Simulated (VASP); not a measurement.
Input of a VASP 6.6.1 run:

Contents of INCAR:

```
SYSTEM = P2Se2O
  PREC = Accurate
  ENCUT = 520
  EDIFF = 1E-7
  ISMEAR = 0
  SIGMA = 0.1
  LREAL = .False.
  LASPH = .True.
  NELM = 150
  ALGO = Normal
  ISIF = 2
  LWAVE = .False.
  LCHARG = .False.
  ISPIN = 2
  MAGMOM = 0 0 0 0 1
  LORBIT = 11
  GGA = PE
  IVDW = 12
  NBANDS = 26
```

KPOINTS

```
regular mesh
0
Gamma
  6 6 4
  0 0 0
```

The input POSCAR:

```
P2Se2O
1.0
    4.7883059711     -0.0000000031      0.0000000000
   -2.3941529828      4.1467946136      0.0000000000
    0.0000000000      0.0000000000      4.2694231864
P Se O
2 2 1
Direct
    0.6666666667      0.3333333333      0.7557453818
    0.6666666667      0.3333333333      0.2442546182
    0.0000000000      0.0000000000      0.5000000000
    0.3333333333      0.6666666667      0.5000000000
    0.0000000000      0.0000000000      0.0000000000
```

Potentials or basis: VASP PAW PBE potentials, release 64 (P, Se, O).

Command:

```console
$ cat potpaw_PBE.64/P/POTCAR potpaw_PBE.64/Se/POTCAR potpaw_PBE.64/O/POTCAR > POTCAR
$ mpirun -np 1 vasp_std > vasp.out
```

Task: Predict the pressure.

Result: 0.2 GPa.

Task: What does it give for the largest force?

Result: 0.036 eV/Å.

Task: Estimate the net moment.

Result: 0.00 μB per cell.

Task: Estimate the dispersion energy per atom.

Result: -0.335 eV.

Stress tensor (GPa, compression positive):
```
0.33 0.00 0.00
0.00 0.33 0.00
0.00 0.00 0.04
```

Caveat: the k points lie up to 0.37 Å⁻¹ apart, too coarse for converged energies and pressures of a metal.
